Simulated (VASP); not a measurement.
A run of VASP 6.6.1 is set up as follows.

Contents of INCAR:

```
ALGO = Normal
EDIFF = 1E-7
ENCUT = 520
GGA = PE
ISIF = 2
ISMEAR = 0
IVDW = 12
LASPH = T
LCHARG = F
LREAL = F
LWAVE = F
NBANDS = 12
NELM = 60
PREC = Accurate
SIGMA = 0.15
```

The input KPOINTS:

```
k-points
0
Gamma
  18 18 10
```

Contents of POSCAR:

```
Sb
1.0
    3.4700701849      0.0000000000      0.0000000000
   -1.7350350925      3.0051689330      0.0000000000
    0.0000000000      0.0000000000      5.1701000000
Sb
2
Direct
    0.3333333333      0.6666666667      0.2500000000
    0.6666666667      0.3333333333      0.7500000000
```

Potentials or basis: VASP PAW PBE potentials, release 64 (Sb).

Run with:

```sh
$ cat potpaw_PBE.64/Sb/POTCAR > POTCAR
$ mpirun -np 1 vasp_std > vasp.out
```

(1) What does it give for the pressure?

(2) Predict the dispersion energy per atom.

(3) What does it give for the band gap on the k mesh?

Results:

(1) -2.1 GPa.

(2) -0.524 eV.

(3) zero (bands 5 and 6 overlap by 6.71 eV).

Caveat: the cell differs from its parent crystal (strain +0.030 along x and y, -0.030 along z); spin-orbit coupling is left out, which moves the levels of the heavy elements.
